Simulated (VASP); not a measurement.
# Te (P6_3/mmc) in VASP: a series of runs, part 2 of 2

VASP 6.6.1. The steps go on from the part before.

## 3. Relaxation of cell and atoms, PBEsol, target pressure 20 GPa, at which the enthalpy is minimised

This run uses another cell than the first one, of the same volume but with other edges.

Input file INCAR:

```
SYSTEM = Te
ALGO = Normal ; EDIFF = 1E-6
EDIFFG = -0.005 ; ENCUT = 600
GGA = PS ; IBRION = 2
ISIF = 3 ; ISMEAR = -1
LASPH = .True. ; LCHARG = .False.
LREAL = .False. ; LWAVE = .False.
NELM = 100 ; NSW = 32
PREC = Accurate ; PSTRESS = 200.0
SIGMA = 0.1
```

Input file KPOINTS:

```
k-points
0
Gamma
  14 14 8
  0 0 0
```

Input file POSCAR:

```
Te
1.0
    3.3118962230      0.0000000000      0.0000000000
   -1.6559481115      2.8681862638      0.0000000000
    0.0000000000      0.0000000000      4.7013783061
Te
2
Direct
    0.3333333333      0.6666666667      0.2500000000
    0.6666666667      0.3333333333      0.7500000000
```

Potentials or basis: VASP PAW PBE potentials, release 64 (Te).

Launch:

```
$ cat potpaw_PBE.64/Te/POTCAR > POTCAR
$ mpirun -np 1 vasp_std > vasp.out
```

OUTCAR:

```text
SYSTEM = Te
   EDIFF = 1E-6
   EDIFFG = -0.005
   ENCUT = 600
   GGA = PS
   IBRION = 2
   ISIF = 3
   ISMEAR = -1
   LASPH = .True.
   LREAL = .False.
   NELM = 100
   NSW = 32
   PREC = Accurate
   PSTRESS = 200.0

 ion  position               nearest neighbor table
   1  0.333  0.667  0.250-   2 3.03   2 3.03   2 3.03   2 3.03   2 3.03   2 3.03
   2  0.667  0.333  0.750-   1 3.03   1 3.03   1 3.03   1 3.03   1 3.03   1 3.03

  LATTYP: Found a hexagonal cell.
 ALAT       =     3.3118962230
 C/A-ratio  =     1.4195427603

  Lattice vectors:

 A1 = (   3.3118962230,   0.0000000000,   0.0000000000)
 A2 = (  -1.6559481115,   2.8681862638,   0.0000000000)
 A3 = (   0.0000000000,   0.0000000000,   4.7013783061)

Analysis of symmetry for initial positions (statically):
=====================================================================
 Subroutine PRICEL returns:
 Original cell was already a primitive cell.

 Routine SETGRP: Setting up the symmetry group for a
 hexagonal supercell.

 Subroutine GETGRP returns: Found 24 space group operations
 (whereof 12 operations were pure point group operations)
 out of a pool of 24 trial point group operations.

The static configuration has the point symmetry D_3d.
 The point group associated with its full space group is D_6h.

Analysis of symmetry for dynamics (positions and initial velocities):
=====================================================================
 Subroutine PRICEL returns:
 Original cell was already a primitive cell.

 Routine SETGRP: Setting up the symmetry group for a
 hexagonal supercell.

 Subroutine GETGRP returns: Found 24 space group operations
 (whereof 12 operations were pure point group operations)
 out of a pool of 24 trial point group operations.

The dynamic configuration has the point symmetry D_3d.
 The point group associated with its full space group is D_6h.

 Subroutine INISYM returns: Found 24 space group operations
[... 130 lines left out ...]
  energy-cutoff  :      600.00
  volume of cell :       44.66
 maximum number of plane-waves:      1517
 NGX is ok and might be reduce to    28

--------------------------------------- Ionic step        1  -------------------------------------------

 number of electron      11.9999999 magnetization

 Free energy of the ion-electron system (eV)
  ---------------------------------------------------
  ext. energy  EPLUGINS =         0.00000000
  ---------------------------------------------------
  free energy    TOTEN  =        -6.09412181 eV

  energy without entropy =       -6.05873093  energy(sigma->0) =       -6.07642637

------------------------ aborting loop because EDIFF is reached ----------------------------------------

  FORCE on cell =-STRESS in cart. coord.  units (eV):
  Direction    XX          YY          ZZ          XY          YZ          ZX
  --------------------------------------------------------------------------------------
  -------------------------------------------------------------------------------------
  Total        5.5987047      5.5987047      5.6343083      0.0000000     -0.0000000      0.0000000
  in kB      200.8578798    200.8578798    202.1351847      0.0000000     -0.0000000      0.0000000
  external PRESSURE =       1.2836481 kB  Pullay stress =     200.0000000 kB
[... 101 lines left out ...]
--------------------------------------- Ionic step        4  -------------------------------------------

 number of electron      11.9999999 magnetization

 Free energy of the ion-electron system (eV)
  ---------------------------------------------------
  ext. energy  EPLUGINS =         0.00000000
  ---------------------------------------------------
  free energy    TOTEN  =        -6.09913795 eV

  energy without entropy =       -6.06369082  energy(sigma->0) =       -6.08141439

 E-fermi :  11.4623     XC(G=0): -11.2697

 val. band max:       11.4555303792   @ k =   0.2857   0.1429   0.0000
 cond. band min:      11.5131940011   @ k =   0.2857   0.2143   0.0000
 fundamental gap:      0.0576636219
 Fermi energy:        11.4623336176

 k-point     1 :       0.0000    0.0000    0.0000
  band No.  band energies     occupation
      1      -4.7522      2.00000
      2       1.1020      2.00000
      3       3.7059      2.00000
      4      12.1426      0.00222
      5      12.1426      0.00222
      6      14.6337      0.00000
      7      14.6337      0.00000
      8      16.8048      0.00000
      9      17.3708      0.00000
     10      19.2297      0.00000
[... 287 lines left out ...]
 k-point    24 :       0.3571    0.2857    0.0000
  band No.  band energies     occupation
      1      -0.2814      2.00000
      2       0.3447      2.00000
      3       4.7623      2.00000
      4       8.0376      2.00000
      5       8.3697      2.00000
      6       8.4996      2.00000
      7       9.1828      2.00000
      8      10.1986      1.99999
      9      14.5228      0.00000
     10      20.4312      0.00000

 [... further k-points ...]

------------------------ aborting loop because EDIFF is reached ----------------------------------------

  FORCE on cell =-STRESS in cart. coord.  units (eV):
  Direction    XX          YY          ZZ          XY          YZ          ZX
  --------------------------------------------------------------------------------------
  -------------------------------------------------------------------------------------
  Total        5.5699285      5.5699285      5.5896624      0.0000000      0.0000000      0.0000000
  in kB      199.6465259    199.6465259    200.3538640      0.0000000      0.0000000      0.0000000
  external PRESSURE =      -0.1176947 kB  Pullay stress =     200.0000000 kB
[... 21 lines left out ...]
  energy  without entropy=       -6.0636908240  energy(sigma->0) =       -6.08141439

  enthalpy is  TOTEN    =        -0.5193479449 eV   P V=        5.5797900078

 reached required accuracy - stopping structural energy minimisation
```

OSZICAR:

```text
N       E                     dE             d eps       ncg     rms          rms(c)
DAV:   1     0.518720997799E+02    0.51872E+02   -0.54756E+03  2400   0.114E+03
[... 20 lines left out ...]
DAV:   3    -0.609895034018E+01    0.15561E-04   -0.16491E-05  2502   0.236E-02    0.196E-02
DAV:   4    -0.609894828136E+01    0.20588E-05   -0.38806E-06  2406   0.111E-02    0.271E-02
DAV:   5    -0.609894799639E+01    0.28497E-06   -0.13081E-07  1222   0.283E-03
   3 F= -.51934787E+00 E0= -.50162551E+00  d E =-.182603E-04
       N       E                     dE             d eps       ncg     rms          rms(c)
DAV:   1    -0.609913796799E+01   -0.18969E-03   -0.77549E-07  1218   0.534E-03    0.151E-03
DAV:   2    -0.609913795268E+01    0.15314E-07   -0.64145E-08  1214   0.225E-03
   4 F= -.51934794E+00 E0= -.50162438E+00  d E =-.183395E-04
```

It took 2.2 min on 1 thread of Oxide Virtual Turin-like, shared host; peak memory 0.2 GiB.

What came out:

```
Free energy                                                : -6.0991 eV
Relaxed volume                                             : 22.35 Å³/atom
Relaxed cell                                               : a = 3.313 Å, b = 3.313 Å, c = 4.704 Å, α = 90.00°, β = 90.00°, γ = 120.00°
Space group after relaxing (to 0.1 Å)                      : P6_3/mmc (No. 194)
Energy change on relaxing (the run minimises the enthalpy) : -2.5 meV/atom
Ionic steps                                                : 4
Pressure after relaxing                                    : 20.0 GPa
Band gap on the k mesh                                     : zero (bands 6 and 7 overlap by 5.45 eV)
```

The path:
| step | energy change (eV) | largest force (eV/Å) | pressure (GPa) | volume (Å³) |
| --- | --- | --- | --- | --- |
| 1 | 0.0000 | 0.0000 | 20.13 | 44.66 |
| 2 | -0.0144 | 0.0000 | 19.72 | 44.77 |
| 3 | -0.0048 | 0.0000 | 19.99 | 44.70 |
| 4 | -0.0050 | 0.0000 | 19.99 | 44.70 |

Final structure:
```
CELL_PARAMETERS angstrom
3.31256 0.00000 0.00000
-1.65628 2.86876 0.00000
0.00000 0.00000 4.70371
ATOMIC_POSITIONS crystal
Te 0.33333 0.66667 0.25000
Te 0.66667 0.33333 0.75000
```

Levels at points of the mesh, in eV from the Fermi level:
```
           k point  band 3  band 4  band 5  band 6  band 7  band 8  band 9  band 10
(0.00, 0.00, 0.00)   -7.76    0.68    0.68    3.17    3.17    5.34    5.91     7.77
(0.50, 0.00, 0.00)   -5.56   -4.27   -3.69   -2.39   -1.67    2.67    2.72     6.90
(0.00, 0.00, 0.50)   -0.59   -0.59    1.93    1.93    1.93    1.93    6.91     6.91
(0.50, 0.00, 0.50)   -7.56   -7.56   -0.58   -0.58    1.17    1.17    5.35     5.35
```

Caveat: the cell is relaxed towards a set pressure, so the run minimises the enthalpy, not the energy; the PAW data sets were made with another functional, which shifts forces and pressure a little; spin-orbit coupling is left out, which moves the levels of the heavy elements.

The gap in the log of VASP goes by the Fermi energy; the results here count the filled bands.